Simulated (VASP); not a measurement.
The system is CoRu3.

```
Co Ru
1.0
     3.62980    0.00000    0.00000
     0.00000    3.62980    0.00000
     0.00000    0.00000    3.62980
Co Ru
1 3
Direct
  0.00000 0.00000 0.00000
  0.00000 0.50000 0.50000
  0.50000 0.00000 0.50000
  0.50000 0.50000 0.00000
```

```yaml
Program: VASP 6.6.1
Task: relaxation of cell and atoms
Functional: PBE
Potentials_or_basis: VASP PAW PBE potentials, release 64 (Co, Ru_pv)
Cutoff: 600 eV
k_mesh: 6 × 6 × 6
Occupations: gaussian, width 0.1 eV
Spin: no spin polarisation
```

At the start: pressure 30.0 GPa; volume 11.96 Å³/atom.

Task: Where does the relaxation end?

Result: Over 5 steps the energy falls by 89.9 meV/atom and the volume is 13.00 Å³/atom (+8.8 %); space group Pm-3m (No. 221, to 0.05 Å).

The path:
| step | energy change (eV) | largest force (eV/Å) | pressure (GPa) | volume (Å³) |
| --- | --- | --- | --- | --- |
| 1 | 0.0000 | 0.0000 | 30.00 | 47.82 |
| 2 | 2.2576 | 0.0000 | -35.54 | 65.06 |
| 3 | -0.3446 | 0.0000 | 5.46 | 51.08 |
| 4 | -0.3558 | 0.0000 | -2.62 | 52.48 |
| 5 | -0.3598 | 0.0000 | -0.15 | 52.02 |

Final structure:
```yaml
crystal:
  lattice:
    - [3.73291, 0.00000, 0.00000]
    - [0.00000, 3.73291, 0.00000]
    - [0.00000, 0.00000, 3.73291]
  atoms:
    - { symbol: Co, position: [0.00000, 0.00000, 0.00000] }
    - { symbol: Ru, position: [0.00000, 0.50000, 0.50000] }
    - { symbol: Ru, position: [0.50000, 0.00000, 0.50000] }
    - { symbol: Ru, position: [0.50000, 0.50000, 0.00000] }
```
